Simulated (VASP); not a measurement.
GaN (NiAs type), 4 atoms in the cell. The structure is hexagonal, space group P6_3/mmc (No. 194). The conventional cell has a = 2.924 Å, b = 2.924 Å, c = 4.986 Å, α = 90.00°, β = 90.00°, γ = 120.00°. Ga (site symmetry -3m) has 6 N at 2.10 Å and 2 Ga at 2.49 Å within 2.8 Å. Within 2.8 Å of N (site symmetry -6m2) lie 6 Ga at 2.10 Å. 

- Program: VASP 6.6.1
- Task: single point
- Functional: PBE
- Potentials or basis: VASP PAW PBE potentials, release 64 (Ga_d, N)
- Cutoff: 520 eV
- k mesh: 11 × 11 × 7
- Occupations: fermi-dirac, width 0.08 eV
- Spin: no spin polarisation
- Dipole correction: no
- Further INCAR settings: ALGO = Normal; EDIFF = 1e-07; NBANDS = 26

Potentials or basis: VASP PAW PBE potentials, release 64 (Ga_d, N).

Launch:

```sh
$ cat potpaw_PBE.64/Ga_d/POTCAR potpaw_PBE.64/N/POTCAR > POTCAR
$ mpirun -np 1 vasp_std > vasp.out
```

Hardware: 1 thread of Intel Xeon 6975P-C, with other jobs on the host.

Estimate the wall time of this run.

Run time: 50 s on 1 thread of Intel Xeon 6975P-C (shared host), peak memory 0.19 GiB. Counts: scf iterations 16, k points 64.
